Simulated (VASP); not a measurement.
Mo6F: single point with PBE

The system is Mo6F, a slab with vacuum.

```xyz
7
Lattice="4.4696 0.0000 0.0000 -2.2348 3.8708 0.0000 0.0000 0.0000 19.7596" Properties=species:S:1:pos:R:3 pbc="T T T"
Mo    2.2348    1.2903    4.0000
Mo    0.0000    2.5805    4.9123
Mo    0.0000    0.0000    5.8247
Mo    2.2348    1.2903    6.6566
Mo    0.0000    2.5805    7.4686
Mo    0.0000    0.0000    8.2596
F     0.0000    0.8602    9.9693
```

| Item | Value |
| --- | --- |
| Program | VASP 6.6.1 |
| Task | single point |
| Functional | PBE |
| Potentials or basis | VASP PAW PBE potentials, release 64 (Mo_sv, F) |
| Cutoff | 520 eV |
| k mesh | 6 × 6 × 1 |
| Occupations | gaussian, width 0.1 eV |
| Spin | no spin polarisation |
| Dipole correction | yes |
| Further INCAR settings | ALGO = Normal; EDIFF = 1e-06; NBANDS = 54 |

The largest force is 2.329 eV/Å and the band gap on the k mesh is zero (an odd number of electrons rules out a gap without spin polarisation).

Forces in eV/Å, atoms in the order of the input:
```
Mo   0.000  0.036  1.653
Mo   0.000 -0.080 -0.225
Mo   0.000  0.291 -2.311
Mo   0.000 -0.290 -0.827
Mo   0.000  0.058 -0.055
Mo   0.000 -0.257  1.659
F    0.000  0.242  0.106
```

Levels at points of the mesh, in eV from the Fermi level:
```
           k point  band 42  band 43  band 44  band 45  band 46  band 47  band 48  band 49
(0.00, 0.00, 0.00)    -1.25    -1.23    -1.20    -1.18    -0.60     0.17     1.16     1.16
(0.50, 0.00, 0.00)    -1.41    -1.05    -0.52    -0.08     0.01     0.20     0.46     0.82
(0.00, 0.50, 0.00)    -1.47    -1.09    -0.52    -0.07     0.00     0.07     0.88     0.91
```

It took 4 min on 1 thread of Intel(R) Xeon(R) 6975P-C (Granite Rapids), with other jobs on the host, peak memory 0.54 GiB.

Caveat: an odd number of electrons without spin polarisation forces a metal; a magnetic or distorted state may lie lower.
